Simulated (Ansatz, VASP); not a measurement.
One calculation of YPtC2N2, two programs

```xyz
6
Lattice="3.4343 -4.6934 -0.0061 3.4343 4.6934 -0.0061 -1.8782 0.0000 3.0761" Properties=species:S:1:pos:R:3 pbc="T T T"
Y     2.4951    0.0000    1.5320
Pt    0.0000    0.0000    0.0000
C     3.4343   -2.7781   -0.0061
C     3.4343    2.7781   -0.0061
N     3.4343   -1.5754   -0.0061
N     3.4343    1.5754   -0.0061
```

Alike in both runs: functional PBE; k mesh 8 × 8 × 12; occupations gaussian, width 0.1 eV; no spin polarisation.

Ansatz relaxed the structure, and its values are those at the end. VASP's run is a single point on that final structure, the one shown.

|  | VASP | Ansatz |
| --- | --- | --- |
| version | VASP 6.6.1 | Ansatz 0.2.0 |
| potentials or method | VASP PAW PBE potentials, release 64 (Y_sv, Pt, C, N), cutoff 520 eV | scalar-relativistic, plane waves, PAW |
| valence electrons in the cell | 39 | 47 |

```tsv
	VASP	Ansatz	Ansatz less VASP
gap on the k mesh at the Fermi level (eV)	none	none	-
pressure (GPa)	0.1	0.0	-0.15
rms of the force components (eV/Å)	0.122	0.000	-0.1212
```

A gap of «none» marks a metal or a gap that the smearing closes. One of these differences is far larger than is usual between the two programs; its cause wasn't traced. VASP's potentials hold 39 valence electrons a cell and Ansatz's 47, so a difference there can come from the potentials and not from the codes.

Spin-orbit coupling is off throughout. Noted on VASP's run: the standard files for N, O and F lose accuracy on very short bonds.
